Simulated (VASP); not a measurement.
# Al2O3 (P-3m1) in VASP: further runs

Runs on Al2O3. Level: PBEsol. Tasks: single point.

Program: VASP 6.6.1. These are calculated values, not measurements. Logs are shortened: lines on timing, memory, paths and dates and some standing lists are left out, and cuts for length are marked.

## (1) The cell of the first run

Symmetry: P-3m1, No. 164, trigonal system. The conventional cell has a = 2.776 Å, b = 2.776 Å, c = 6.969 Å, α = 90.00°, β = 90.00°, γ = 120.00°. Within 2.1 Å of Al (site symmetry 3m) lie 4 O at 1.55 to 1.69 Å. O (site symmetry 3m) has 3 Al at 1.69 Å within 2.3 Å. Within 2.1 Å of O (site symmetry -3m) lie 2 Al at 1.55 Å.

## (2) Single point, PBEsol (strain -0.080 along x and y, -0.080 along z)

INCAR

```
SYSTEM = Al2O3
ALGO     = Normal         ! electronic algorithm
EDIFF    = 1E-6           ! SCF threshold, eV
ENCUT    = 520            ! plane-wave cutoff, eV
GGA      = PS             ! functional
ISIF     = 2              ! what is computed and relaxed
ISMEAR   = 0              ! smearing method
LASPH    = .True.         ! aspherical terms in the spheres
LCHARG   = .False.        ! write CHGCAR
LREAL    = .False.        ! projectors in reciprocal space
LWAVE    = .False.        ! write WAVECAR
NBANDS   = 20             ! bands
NELM     = 100            ! most SCF steps
PREC     = Accurate       ! precision mode
SIGMA    = 0.05           ! smearing width, eV
```

KPOINTS

```
k-points
0
Gamma
  12 12 4
  0 0 0
```

POSCAR

```
Al2O3
1.0
    2.7760839405      0.0000000000      0.0000000000
   -1.3880419702      2.4041592155      0.0000000000
    0.0000000000      0.0000000000      6.9686651220
Al O
2 3
Direct
    0.0000000000      0.0000000000      0.2779510000
    0.0000000000      0.0000000000      0.7220490000
    0.3333333333      0.6666666667      0.1994540000
    0.6666666667      0.3333333333      0.8005460000
    0.0000000000      0.0000000000      0.5000000000
```

Potentials or basis: VASP PAW PBE potentials, release 64 (Al, O).

Run with:

```
$ cat potpaw_PBE.64/Al/POTCAR potpaw_PBE.64/O/POTCAR > POTCAR
$ mpirun -np 1 vasp_std > vasp.out
```

OUTCAR:

```text
SYSTEM = Al2O3
   EDIFF = 1E-6
   ENCUT = 520
   GGA = PS
   ISIF = 2
   ISMEAR = 0
   LASPH = .True.
   LREAL = .False.
   NELM = 100
   PREC = Accurate

 ion  position               nearest neighbor table
   1  0.000  0.000  0.278-   5 1.55   3 1.69   3 1.69   3 1.69   2 3.09
   2  0.000  0.000  0.722-   5 1.55   4 1.69   4 1.69   4 1.69   1 3.09
   3  0.333  0.667  0.199-   1 1.69   1 1.69   1 1.69
   4  0.667  0.333  0.801-   2 1.69   2 1.69   2 1.69
   5  0.000  0.000  0.500-   1 1.55   2 1.55

  LATTYP: Found a hexagonal cell.
 ALAT       =     2.7760839405
 C/A-ratio  =     2.5102501478

  Lattice vectors:

 A1 = (   2.7760839405,   0.0000000000,   0.0000000000)
 A2 = (  -1.3880419702,   2.4041592155,   0.0000000000)
 A3 = (   0.0000000000,   0.0000000000,   6.9686651220)

Analysis of symmetry for initial positions (statically):
=====================================================================
 Subroutine PRICEL returns:
 Original cell was already a primitive cell.

 Routine SETGRP: Setting up the symmetry group for a
 hexagonal supercell.

 Subroutine GETGRP returns: Found 12 space group operations
 (whereof 12 operations were pure point group operations)
 out of a pool of 24 trial point group operations.

The static configuration has the point symmetry D_3d.

Analysis of symmetry for dynamics (positions and initial velocities):
=====================================================================
 Subroutine PRICEL returns:
 Original cell was already a primitive cell.

 Routine SETGRP: Setting up the symmetry group for a
 hexagonal supercell.

 Subroutine GETGRP returns: Found 12 space group operations
 (whereof 12 operations were pure point group operations)
 out of a pool of 24 trial point group operations.

The dynamic configuration has the point symmetry D_3d.

 Subroutine INISYM returns: Found 12 space group operations
 (whereof 12 operations are pure point group operations),
 and found     1 'primitive' translations

----------------------------------------------------------------------------------------

                                     Primitive cell

  volume of cell :      46.5099

  direct lattice vectors                    reciprocal lattice vectors
     2.776083940  0.000000000  0.000000000     0.360219655  0.207972915  0.000000000
[... 86 lines left out ...]
   ISPIN  =      1    spin polarized calculation?
   LNONCOLLINEAR =      F non collinear calculations
   LSORBIT =      F    spin-orbit coupling
   LASPH  =      T    aspherical Exc in radial PAW
   ENCUT  =  520.0 eV  38.22 Ry    6.18 a.u.   5.16  5.16 12.96*2*pi/ulx,y,z
   NELM   =    100;   NELMIN=  2; NELMDL= -5     # of ELM steps
   EDIFF  = 0.1E-05   stopping-criterion for ELM
   LREAL  =      F    real-space projection
   EDIFFG = 0.1E-04   stopping-criterion for IOM
   NSW    =      0    number of steps for IOM
   IBRION =     -1    ionic relax: 0-MD 1-quasi-New 2-CG
   NFREE  =      0    steps in history (QN), initial steepest desc. (CG)
   ISIF   =      2    stress and relaxation
   ISYM   =      2    0-nonsym 1-usesym 2-fastsym
   POTIM  = 0.5000    time-step for ionic-motion
   TEBEG  =    0.0;   TEEND  =   0.0 temperature during run
   PSTRESS=    0.0 pullay stress
   NELECT =      24.0000    total number of electrons
   NUPDOWN=      -1.0000    fix difference up-down
   EMIN   =  10.00;   EMAX   =-10.00  energy-range for DOS
   EFERMI =   0.00;   METHOD = LEGACY
   ISMEAR =     0;   SIGMA  =   0.05  broadening in eV -4-tet -1-fermi 0-gaus
   EFERMI_NEDOS =   21; number of points for ismear=-14 and -15
   IALGO  =     38    algorithm
   IMIX   =      4    mixing-type and parameters
     AMIX     =   0.40;   BMIX     =  1.00
     AMIX_MAG =   1.60;   BMIX_MAG =  1.00
  volume/ion in A,a.u.               =       9.30        62.77
  Fermi-wavevector in a.u.,A,eV,Ry     =   1.313097  2.481393 23.459484  1.724223
  Thomas-Fermi vector in A             =   2.443443
   LORBIT       =      0    0 simple, 1 ext, 2 COOP (PROOUT), +10 PAW based schemes
   GGA     = PS    functional components
   LHFCALC =     F    Hartree Fock is set to
   AEXX    =    0.0000 exact exchange contribution
   IVDW    =     0    specifies the selected vdW correction
   LEPSILON=     F    determine dielectric tensor
   LRPA    =     F    only Hartree local field effects (RPA)
 non-spin polarized calculation
 Gauss-broadening in eV      SIGMA  =   0.05
  energy-cutoff  :      520.00
  volume of cell :       46.51
 maximum number of plane-waves:      1263
 NGX is ok and might be reduce to    24
   NGX = 11   NGY = 11   NGZ = 25

 number of electron      23.9999999 magnetization

 Free energy of the ion-electron system (eV)
  ---------------------------------------------------
  ext. energy  EPLUGINS =         0.00000000
  ---------------------------------------------------
  free energy    TOTEN  =       -35.82582386 eV

  energy without entropy =      -35.82582386  energy(sigma->0) =      -35.82582386

 E-fermi :   6.2398     XC(G=0): -11.1062

 val. band max:        5.9643976736   @ k =   0.0000   0.0000   0.0000
 cond. band min:      10.0505866631   @ k =   0.0000   0.0000   0.0000
 fundamental gap:      4.0861889895
 Fermi energy:         6.2398447896

 k-point     1 :       0.0000    0.0000    0.0000
  band No.  band energies     occupation
      1     -14.9220      2.00000
      2     -14.5497      2.00000
      3     -11.6383      2.00000
      4      -0.5359      2.00000
      5       0.4669      2.00000
      6       1.9104      2.00000
[... 541 lines left out ...]
     19      20.5635      0.00000
     20      21.1599      0.00000

 [... further k-points ...]
[... 5 lines left out ...]
  --------------------------------------------------------------------------------------
  -------------------------------------------------------------------------------------
  Total       16.1061493     16.1061493     21.4673065      0.0000000      0.0000000      0.0000000
  in kB      554.8261083    554.8261083    739.5077436      0.0000000      0.0000000      0.0000000
  external PRESSURE =     616.3866534 kB  Pullay stress =       0.0000000 kB

 VOLUME and BASIS-vectors are now :
 -----------------------------------------------------------------------------
  energy-cutoff  :      520.00
  volume of cell :       46.51
      direct lattice vectors                 reciprocal lattice vectors
     2.776083940  0.000000000  0.000000000     0.360219655  0.207972915  0.000000000
    -1.388041970  2.404159216  0.000000000     0.000000000  0.415945830  0.000000000
     0.000000000  0.000000000  6.968665122     0.000000000  0.000000000  0.143499506

 POSITION                                       TOTAL-FORCE (eV/Angst)
 -----------------------------------------------------------------------------------
      0.00000      0.00000      1.93695         0.000000      0.000000     -3.064067
      0.00000      0.00000      5.03172         0.000000      0.000000      3.064067
     -0.00000      1.60277      1.38993         0.000000      0.000000     -2.641113
      1.38804      0.80139      5.57874        -0.000000     -0.000000      2.641113
      0.00000      0.00000      3.48433         0.000000      0.000000     -0.000000
 -----------------------------------------------------------------------------------
    total drift:                                0.000000      0.000000     -0.000000

  FREE ENERGIE OF THE ION-ELECTRON SYSTEM (eV)
  ---------------------------------------------------
  free  energy   TOTEN  =       -35.8258238632 eV

  energy  without entropy=      -35.8258238632  energy(sigma->0) =      -35.82582386
```

stdout:

```text
POSCAR found type information on POSCAR AlO
 POSCAR found :  2 types and       5 ions
 scaLAPACK will be used
 -----------------------------------------------------------------------------
|                                                                             |
|                                                                             |
|     You enforced a specific xc type in the INCAR file but a different       |
|     I HOPE YOU KNOW WHAT YOU ARE DOING!                                     |
|                                                                             |
 -----------------------------------------------------------------------------

 LDA part: xc-table for (Slater+PW92), standard interpolation
 POSCAR, INCAR and KPOINTS ok, starting setup
 FFT: planning ... GRIDC
 FFT: planning ... GRID_SOFT
 FFT: planning ... GRID
 WAVECAR not read
 entering main loop
```

Run time: 23 s. Hardware: 1 thread of Intel Xeon 6975P-C (Granite Rapids), shared host; peak memory 0.19 GiB.

What came out:

```yaml
Free_energy: -35.8258 eV
Pressure: 61.6 GPa
Largest_force: 3.064 eV/Å
Band_gap_on_the_k_mesh: 4.09 eV, direct
```

Forces in eV/Å, atoms in the order of the input:
```
Al   0.000  0.000 -3.064
Al   0.000  0.000  3.064
O    0.000  0.000 -2.641
O    0.000  0.000  2.641
O    0.000  0.000  0.000
```

Stress tensor (GPa, compression positive):
```
55.48  0.00  0.00
 0.00 55.48  0.00
 0.00  0.00 73.95
```

Caveat: the cell differs from its parent crystal (strain -0.080 along x and y, -0.080 along z); the PAW data sets were made with another functional, which shifts forces and pressure a little.

## (3) Single point, PBEsol (strain -0.080 along x and y, -0.040 along z)

INCAR

```
SYSTEM = Al2O3
PREC = Accurate
ENCUT = 520
EDIFF = 1E-7
ISMEAR = 0
SIGMA = 0.05
LREAL = .False.
LASPH = .True.
NELM = 60
ALGO = Normal
ISIF = 2
LWAVE = .False.
LCHARG = .False.
GGA = PS
NBANDS = 20
```

KPOINTS

```
regular mesh
0
Gamma
  12 12 4
  0 0 0
```

Changes to POSCAR since step 2:

```diff
@@ -4,3 +4,3 @@
    -1.3880419702      2.4041592155      0.0000000000
-    0.0000000000      0.0000000000      6.9686651220
+    0.0000000000      0.0000000000      7.2716505621
 Al O
```

Potentials or basis: VASP PAW PBE potentials, release 64 (Al, O).

Run with:

```
$ cat potpaw_PBE.64/Al/POTCAR potpaw_PBE.64/O/POTCAR > POTCAR
$ mpirun -np 1 vasp_std > vasp.out
```

Wall time 26 s (1 thread of Intel Xeon 6975P-C (Granite Rapids), shared host); peak memory 0.2 GiB.

It converged, with:

- Free energy: -36.4875 eV
- Pressure: 44.7 GPa
- Largest force: 2.218 eV/Å
- Band gap on the k mesh: 3.25 eV, direct

Forces on the atoms (eV/Å):
```
Al   0.000  0.000  0.107
Al   0.000  0.000 -0.107
O    0.000  0.000 -2.218
O    0.000  0.000  2.218
O    0.000  0.000  0.000
```

Stress tensor (GPa, compression positive):
```
50.83  0.00  0.00
 0.00 50.83  0.00
 0.00  0.00 32.59
```

Levels at points of the mesh, in eV from the valence-band top:
```tsv
k point	band 8	band 9	band 10	band 11	band 12	band 13	band 14	band 15	band 16	band 17
(0.00, 0.00, 0.00)	-4.62	-4.62	-3.19	0.00	0.00	3.25	5.61	8.01	11.10	11.32
(0.50, 0.00, 0.00)	-5.29	-4.26	-4.19	-2.72	-0.74	4.28	6.49	8.99	10.18	10.24
(0.00, 0.00, 0.50)	-4.62	-4.62	-4.00	0.00	0.00	4.26	4.49	9.09	9.21	13.01
(0.50, 0.00, 0.50)	-5.33	-4.55	-4.18	-2.61	-0.74	4.86	5.67	9.13	9.30	11.43
```

Caveat: the cell differs from its parent crystal (strain -0.080 along x and y, -0.040 along z); the PAW data sets were made with another functional, which shifts forces and pressure a little. A k mesh can miss the band edges.

(Continued in part 2 of 2.)
